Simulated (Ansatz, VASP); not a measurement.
Si: VASP beside Ansatz

Contents of INCAR:

```
SYSTEM = Si
PREC = Accurate
ENCUT = 600
EDIFF = 1E-7
ISMEAR = 0
SIGMA = 0.02
LREAL = .False.
LASPH = .True.
NELM = 80
ALGO = Normal
ISIF = 3
LWAVE = .False.
LCHARG = .False.
GGA = PE
IBRION = 2
NSW = 80
EDIFFG = -0.002
```

File KPOINTS:

```
Automatic mesh
0
Gamma
  12 12 12
  0 0 0
```

Contents of POSCAR:

```
Si
1.0
    0.0000000000      2.7135600000      2.7135600000
    2.7135600000      0.0000000000      2.7135600000
    2.7135600000      2.7135600000      0.0000000000
Si
2
Direct
    0.7500000000      0.7500000000      0.7500000000
    0.5000000000      0.5000000000      0.5000000000
```

Input for Ansatz:

```yaml
crystal:
  lattice:
    - [0.0, 2.71356, 2.71356]
    - [2.71356, 0.0, 2.71356]
    - [2.71356, 2.71356, 0.0]
  atoms:
    - { symbol: Si, position: [0.75, 0.75, 0.75] }
    - { symbol: Si, position: [0.5, 0.5, 0.5] }
scf:
  occupations: { method: gaussian, width: 0.02 }
output:
  forces: true
  stress: true
  eigenvalues: true
  write_density: true
  write_potential: true
  elf: true
  volumetric_format: npy
hamiltonian:
  xc: pbe
relax:
  f_tol: 0.002
  adjacent_minimum: "off"
  cell: { stress_tol: 0.05 }
kpoints:
  mp_grid: { grid: [12, 12, 12] }
```

Alike in both runs: task relaxation of cell and atoms; functional PBE; k mesh 12 × 12 × 12; occupations gaussian, width 0.02 eV; no spin polarisation.

|  | VASP | Ansatz |
| --- | --- | --- |
| version | VASP 6.6.1 | Ansatz 0.2.0 |
| potentials or method | VASP PAW PBE potentials, release 64 (Si) | scalar-relativistic, plane waves, PAW |
| plane-wave cutoff (eV) | 600 | 420 |
| valence electrons in the cell | 8 | 8 |

|  | VASP | Ansatz | Ansatz less VASP |
| --- | --- | --- | --- |
| gap on the k mesh at the Fermi level, each at its own relaxed structure (eV) | 0.61 | 0.61 | -0.002 |
| relaxed volume (Å³/atom) | 20.44 | 20.45 | +0.012 |
| relaxed cell length with the largest relative difference (Å) | 3.867 | 3.868 | +0.0007 |
